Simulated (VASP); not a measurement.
Input of a VASP 6.6.1 run:

The input INCAR:

```
SYSTEM = KCl
PREC = Accurate
ENCUT = 520
EDIFF = 1E-6
ISMEAR = 0
SIGMA = 0.05
LREAL = .False.
LASPH = .True.
NELM = 60
ALGO = Normal
ISIF = 2
LWAVE = .False.
LCHARG = .False.
GGA = CA
NBANDS = 15
```

The input KPOINTS:

```
regular mesh
0
Gamma
  6 6 6
  0 0 0
```

Contents of POSCAR:

```
KCl
1.0
    3.7432161000      0.0000000000      0.0000000000
    0.0000000000      3.7432161000      0.0000000000
    0.0000000000      0.0000000000      4.0311558000
K Cl
1 1
Direct
    0.0000000000      0.0000000000      0.0000000000
    0.5000000000      0.5000000000      0.5000000000
```

Potentials or basis: VASP PAW LDA potentials, release 64 (K_sv, Cl).

Launch:

```sh
$ cat potpaw_LDA.64/K_sv/POTCAR potpaw_LDA.64/Cl/POTCAR > POTCAR
$ mpirun -np 1 vasp_std > vasp.out
```

Task: Predict the band gap on the k mesh.

Result: 4.18 eV (least direct gap 4.38 eV).

Task: What does it give for the pressure?

Result: -3.1 GPa.

Stress tensor (GPa, compression positive):
```
-2.05  0.00  0.00
 0.00 -2.05  0.00
 0.00  0.00 -5.17
```

Caveat: the cell differs from its parent crystal (strain -0.025 along x and y, +0.050 along z); the cell stands under tension. A k mesh can miss the band edges.
